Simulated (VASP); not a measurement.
# TbHgB4 (P3m1) in VASP: single point with PBE

Aim: the single point of TbHgB4 with PBE.

Program: VASP 6.6.1. These are calculated values, not measurements. Logs are shortened: lines on timing, memory, paths and dates and some standing lists are left out, and cuts for length are marked.

**1. The cell of the first run**

Symmetry: P3m1, No. 156, trigonal system. Conventional cell: a = 3.446 Å, b = 3.446 Å, c = 7.876 Å, α = 90.00°, β = 90.00°, γ = 120.00°. Within 3.8 Å of Tb (site symmetry 3m) lie 13 B at 2.80 to 3.71 Å and 3 Hg at 3.18 Å and 6 Tb at 3.45 Å. Within 2.4 Å of B (site symmetry 3m) lie 6 B at 1.83 Å. B (site symmetry m) has 6 B at 1.72 to 1.83 Å within 2.3 Å. Within 4.2 Å of Hg (site symmetry 3m) lie 3 Tb at 3.18 Å and 12 B at 3.25 to 4.13 Å and 6 Hg at 3.45 Å.

The cell was built from a structure type or drawn by symmetry, and may not be a known phase.

**2. Single point, PBE**

Input file INCAR:

```
SYSTEM = TbHgB4
PREC = Accurate
ENCUT = 500
EDIFF = 1E-6
ISMEAR = 0
SIGMA = 0.2
LREAL = .FALSE.
LASPH = .TRUE.
NELM = 200
ALGO = Normal
ISIF = 2
LWAVE = .FALSE.
LCHARG = .FALSE.
GGA = PE
NBANDS = 26
GGA_COMPAT = .FALSE.
LMAXMIX = 6
```

Input file KPOINTS:

```
regular mesh
0
G
  5 5 3
  0 0 0
```

Input file POSCAR:

```
TbHgB4
1.0
    3.4462050758      0.0000000000      0.0000000000
   -1.7231025379      2.9845011423      0.0000000000
    0.0000000000      0.0000000000      7.8758786669
Tb B Hg
1 4 1
Direct
    0.3333333333      0.6666666667      0.5993107685
    0.3333333333      0.6666666667     -0.0415346046
    0.8333044730      0.1666955270      0.8794746208
    0.8333044730      0.6666089461      0.8794746208
    0.3333910539      0.1666955270      0.8794746208
    0.0000000000      0.0000000000      0.2840309939
```

Potentials or basis: VASP PAW PBE potentials, release 64 (Tb_3, B, Hg), 4f in core.

Launch:

```sh
cat potpaw_PBE.64/Tb_3/POTCAR potpaw_PBE.64/B/POTCAR potpaw_PBE.64/Hg/POTCAR > POTCAR
mpirun -np 1 vasp_std > vasp.out
```

OUTCAR:

```text
SYSTEM = TbHgB4
   PREC = Accurate
   ENCUT = 500
   EDIFF = 1E-6
   ISMEAR = 0
   LREAL = .FALSE.
   LASPH = .TRUE.
   NELM = 200
   ISIF = 2
   GGA = PE

 ion  position               nearest neighbor table
   1  0.333  0.667  0.599-   4 2.80   4 2.80   5 2.80   3 2.80   3 2.80   5 2.80   2 2.83   6 3.18
                             6 3.18   6 3.18
   2  0.333  0.667  0.958-   4 1.83   4 1.83   5 1.83   3 1.83   3 1.83   5 1.83   1 2.83
   3  0.833  0.167  0.879-   5 1.72   4 1.72   5 1.72   4 1.72   2 1.83   2 1.83   1 2.80   1 2.80

   4  0.833  0.667  0.879-   3 1.72   5 1.72   5 1.72   3 1.72   2 1.83   2 1.83   1 2.80   1 2.80

   5  0.333  0.167  0.879-   3 1.72   4 1.72   3 1.72   4 1.72   2 1.83   2 1.83   1 2.80   1 2.80

   6  0.000  0.000  0.284-   1 3.18   1 3.18   1 3.18

  LATTYP: Found a hexagonal cell.
 ALAT       =     3.4462050758
 C/A-ratio  =     2.2853772465

  Lattice vectors:

 A1 = (   3.4462050758,   0.0000000000,   0.0000000000)
 A2 = (  -1.7231025379,   2.9845011423,   0.0000000000)
 A3 = (   0.0000000000,   0.0000000000,   7.8758786669)

Analysis of symmetry for initial positions (statically):
=====================================================================
 Subroutine PRICEL returns:
 Original cell was already a primitive cell.

 Routine SETGRP: Setting up the symmetry group for a
 hexagonal supercell.

 Subroutine GETGRP returns: Found  6 space group operations
 (whereof  6 operations were pure point group operations)
 out of a pool of 24 trial point group operations.

The static configuration has the point symmetry C_3v.

Analysis of symmetry for dynamics (positions and initial velocities):
=====================================================================
 Subroutine PRICEL returns:
 Original cell was already a primitive cell.

 Routine SETGRP: Setting up the symmetry group for a
 hexagonal supercell.

 Subroutine GETGRP returns: Found  6 space group operations
 (whereof  6 operations were pure point group operations)
 out of a pool of 24 trial point group operations.

The dynamic configuration has the point symmetry C_3v.

 Subroutine INISYM returns: Found  6 space group operations
 (whereof  6 operations are pure point group operations),
 and found     1 'primitive' translations

----------------------------------------------------------------------------------------

                                     Primitive cell

  volume of cell :      81.0050

  direct lattice vectors                    reciprocal lattice vectors
     3.446205076  0.000000000  0.000000000     0.290174258  0.167532186  0.000000000
    -1.723102538  2.984501142  0.000000000     0.000000000  0.335064372  0.000000000
     0.000000000  0.000000000  7.875878667     0.000000000  0.000000000  0.126969960

  length of vectors
     3.446205076  3.446205076  7.875878667     0.335064372  0.335064372  0.126969960

  position of ions in fractional coordinates (direct lattice)
     0.333333333  0.666666667  0.599310768
     0.333333333  0.666666667  0.958465395
     0.833304473  0.166695527  0.879474621
     0.833304473  0.666608946  0.879474621
     0.333391054  0.166695527  0.879474621
     0.000000000  0.000000000  0.284030994

  ion indices of the primitive-cell ions
   primitive index   ion index
                 1           1
                 2           2
                 3           3
                 4           4
                 5           5
                 6           6

----------------------------------------------------------------------------------------

 KPOINTS: regular mesh

Automatic generation of k-mesh.
 Grid dimensions read from file:
 generate k-points for:    5    5    3

 Generating k-lattice:

  Cartesian coordinates                     Fractional coordinates (reciprocal lattice)
     0.058034852  0.033506437  0.000000000     0.200000000  0.000000000  0.000000000
     0.000000000  0.067012874  0.000000000     0.000000000  0.200000000  0.000000000
     0.000000000  0.000000000  0.042323320     0.000000000  0.000000000  0.333333333

  Length of vectors
     0.067012874  0.067012874  0.042323320

  Shift w.r.t. Gamma in fractional coordinates (k-lattice)
     0.000000000  0.000000000  0.000000000

 Subroutine IBZKPT returns following result:
 ===========================================

 Found     12 irreducible k-points:

 Following reciprocal coordinates:
            Coordinates               Weight
  0.000000  0.000000  0.000000      1.000000
  0.200000  0.000000  0.000000      6.000000
  0.400000 -0.000000  0.000000      6.000000
  0.200000  0.200000  0.000000      6.000000
  0.400000  0.200000  0.000000      6.000000
  0.000000  0.000000  0.333333      2.000000
  0.200000  0.000000  0.333333      6.000000
  0.000000  0.200000  0.333333      6.000000
  0.400000 -0.000000  0.333333      6.000000
  0.000000  0.400000  0.333333      6.000000
  0.200000  0.200000  0.333333     12.000000
  0.400000  0.200000  0.333333     12.000000
   k-points           NKPTS =     12   k-points in BZ     NKDIM =     12   number of bands    NBANDS=     26
   number of dos      NEDOS =    301   number of ions     NIONS =      6
   total plane-waves  NPLWV =  47040
   dimension x,y,z NGX =    28 NGY =   28 NGZ =   60
   dimension x,y,z NGXF=    56 NGYF=   56 NGZF=  120
   ions per type =               1   4   1
   NGX,Y,Z   is equivalent  to a cutoff of  13.51, 13.51, 12.66 a.u.
   NGXF,Y,Z  is equivalent  to a cutoff of  27.01, 27.01, 25.33 a.u.
 SYSTEM =  TbHgB4
   PREC   = accura    normal or accurate (medium, high low for compatibility)
   ISTART =      0    job   : 0-new  1-cont  2-samecut
   ICHARG =      2    charge: 1-file 2-atom 10-const
   ISPIN  =      1    spin polarized calculation?
   LNONCOLLINEAR =      F non collinear calculations
   LSORBIT =      F    spin-orbit coupling
   LASPH  =      T    aspherical Exc in radial PAW
   ENCUT  =  500.0 eV  36.75 Ry    6.06 a.u.   6.28  6.28 14.36*2*pi/ulx,y,z
   NELM   =    200;   NELMIN=  2; NELMDL= -5     # of ELM steps
   EDIFF  = 0.1E-05   stopping-criterion for ELM
   LREAL  =      F    real-space projection
   EDIFFG = 0.1E-04   stopping-criterion for IOM
   NSW    =      0    number of steps for IOM
   IBRION =     -1    ionic relax: 0-MD 1-quasi-New 2-CG
   NFREE  =      0    steps in history (QN), initial steepest desc. (CG)
   ISIF   =      2    stress and relaxation
   ISYM   =      2    0-nonsym 1-usesym 2-fastsym
   POTIM  = 0.5000    time-step for ionic-motion
   TEBEG  =    0.0;   TEEND  =   0.0 temperature during run
   PSTRESS=    0.0 pullay stress
   NELECT =      33.0000    total number of electrons
   NUPDOWN=      -1.0000    fix difference up-down
   EMIN   =  10.00;   EMAX   =-10.00  energy-range for DOS
   EFERMI =   0.00;   METHOD = LEGACY
   ISMEAR =     0;   SIGMA  =   0.20  broadening in eV -4-tet -1-fermi 0-gaus
   EFERMI_NEDOS =   21; number of points for ismear=-14 and -15
   IALGO  =     38    algorithm
   IMIX   =      4    mixing-type and parameters
     AMIX     =   0.40;   BMIX     =  1.00
     AMIX_MAG =   1.60;   BMIX_MAG =  1.00
  volume/ion in A,a.u.               =      13.50        91.11
  Fermi-wavevector in a.u.,A,eV,Ry     =   1.213600  2.293371 20.038995  1.472825
  Thomas-Fermi vector in A             =   2.349047
   LORBIT       =      0    0 simple, 1 ext, 2 COOP (PROOUT), +10 PAW based schemes
   GGA     = PE    functional components
   LHFCALC =     F    Hartree Fock is set to
   AEXX    =    0.0000 exact exchange contribution
   IVDW    =     0    specifies the selected vdW correction
   LEPSILON=     F    determine dielectric tensor
   LRPA    =     F    only Hartree local field effects (RPA)
 non-spin polarized calculation
 Gauss-broadening in eV      SIGMA  =   0.20
  energy-cutoff  :      500.00
  volume of cell :       81.01
 maximum number of plane-waves:      2075
 NGX is ok and might be reduce to    28
   NGX = 13   NGY = 13   NGZ = 29

 number of electron      32.9999999 magnetization

 Free energy of the ion-electron system (eV)
  ---------------------------------------------------
  ext. energy  EPLUGINS =         0.00000000
  ---------------------------------------------------
  free energy    TOTEN  =       -29.66382150 eV

  energy without entropy =      -29.60171636  energy(sigma->0) =      -29.63276893

 E-fermi :   5.0947     XC(G=0): -10.9173

 val. band max:        5.0695846634   @ k =   0.2000   0.2000   0.0000
 cond. band min:       5.0977997150   @ k =   0.2000   0.2000   0.3333
 fundamental gap:      0.0282150516
 Fermi energy:         5.0947440305

 k-point     1 :       0.0000    0.0000    0.0000
  band No.  band energies     occupation
      1     -17.8900      2.00000
      2     -17.1867      2.00000
      3     -17.1867      2.00000
      4     -11.4701      2.00000
      5      -3.4695      2.00000
      6      -3.2258      2.00000
[... 18 lines left out ...]
     25      10.7265      0.00000
     26      10.7265      0.00000

 k-point     2 :       0.2000    0.0000    0.0000
  band No.  band energies     occupation
      1     -17.8278      2.00000
      2     -17.4781      2.00000
      3     -17.2515      2.00000
      4     -11.0102      2.00000
      5      -4.6577      2.00000
      6      -3.1747      2.00000
[... 18 lines left out ...]
     25      10.3344      0.00000
     26      11.4201      0.00000

 k-point     3 :       0.4000   -0.0000    0.0000
  band No.  band energies     occupation
      1     -17.9182      2.00000
      2     -17.7217      2.00000
      3     -17.3540      2.00000
      4      -9.6470      2.00000
      5      -7.4210      2.00000
      6      -3.5023      2.00000
[... 224 lines left out ...]
 k-point    11 :       0.2000    0.2000    0.3333
  band No.  band energies     occupation
      1     -17.7754      2.00000
      2     -17.7322      2.00000
      3     -17.4135      2.00000
      4     -10.0964      2.00000
      5      -5.8080      2.00000
      6      -5.5432      2.00000
[... 18 lines left out ...]
     25      11.2583      0.00000
     26      11.7614      0.00000

 k-point    12 :       0.4000    0.2000    0.3333
  band No.  band energies     occupation
      1     -17.8947      2.00000
      2     -17.6905      2.00000
      3     -17.5527      2.00000
      4      -8.3031      2.00000
      5      -8.2767      2.00000
      6      -6.0420      2.00000
[... 18 lines left out ...]
     25      11.3916      0.00000
     26      12.4006      0.00000

------------------------ aborting loop because EDIFF is reached ----------------------------------------

  FORCE on cell =-STRESS in cart. coord.  units (eV):
  Direction    XX          YY          ZZ          XY          YZ          ZX
  --------------------------------------------------------------------------------------
  -------------------------------------------------------------------------------------
  Total        0.1140470      0.1140470      0.2641014      0.0000000      0.0000000      0.0000000
  in kB        2.2557059      2.2557059      5.2235947      0.0000000      0.0000000      0.0000000
  external PRESSURE =       3.2450022 kB  Pullay stress =       0.0000000 kB

 VOLUME and BASIS-vectors are now :
 -----------------------------------------------------------------------------
  energy-cutoff  :      500.00
  volume of cell :       81.01
      direct lattice vectors                 reciprocal lattice vectors
     3.446205076  0.000000000  0.000000000     0.290174258  0.167532186  0.000000000
    -1.723102538  2.984501142  0.000000000     0.000000000  0.335064372  0.000000000
     0.000000000  0.000000000  7.875878667     0.000000000  0.000000000  0.126969960

 POSITION                                       TOTAL-FORCE (eV/Angst)
 -----------------------------------------------------------------------------------
     -0.00000      1.98967      4.72010        -0.000000      0.000000      0.057959
     -0.00000      1.98967      7.54876        -0.000000      0.000000     -0.067701
      2.58450      0.49750      6.92664        -0.039296      0.022687      0.013877
      1.72310      1.98950      6.92664        -0.000000     -0.045375      0.013877
      0.86170      0.49750      6.92664         0.039296      0.022687      0.013877
      0.00000      0.00000      2.23699        -0.000000      0.000000     -0.031890
 -----------------------------------------------------------------------------------
    total drift:                                0.000000     -0.000000      0.000619

  FREE ENERGIE OF THE ION-ELECTRON SYSTEM (eV)
  ---------------------------------------------------
  free  energy   TOTEN  =       -29.6638214990 eV

  energy  without entropy=      -29.6017163637  energy(sigma->0) =      -29.63276893
```

It took 18 s on 1 thread of AMD EPYC 9R45 (Zen 5), shared host; peak memory 0.18 GiB.

Results:

* Free energy: -29.6638 eV
* Pressure: 0.3 GPa
* Largest force: 0.068 eV/Å
* Band gap on the k mesh: zero (an odd number of electrons rules out a gap without spin polarisation)

Forces in eV/Å, atoms in the order of the input:
```
Tb   0.000  0.000  0.058
B    0.000  0.000 -0.068
B   -0.039  0.023  0.014
B    0.000 -0.045  0.014
B    0.039  0.023  0.014
Hg   0.000  0.000 -0.032
```

Caveat: the k points lie up to 0.42 Å⁻¹ apart, too coarse for converged energies and pressures of a metal; spin-orbit coupling is left out, which moves the levels of the heavy elements; the 4f electrons are frozen in the core, so they carry no moment and show no levels. Spin polarisation is off, so any magnetic state and its effect on volume and gap are missing.
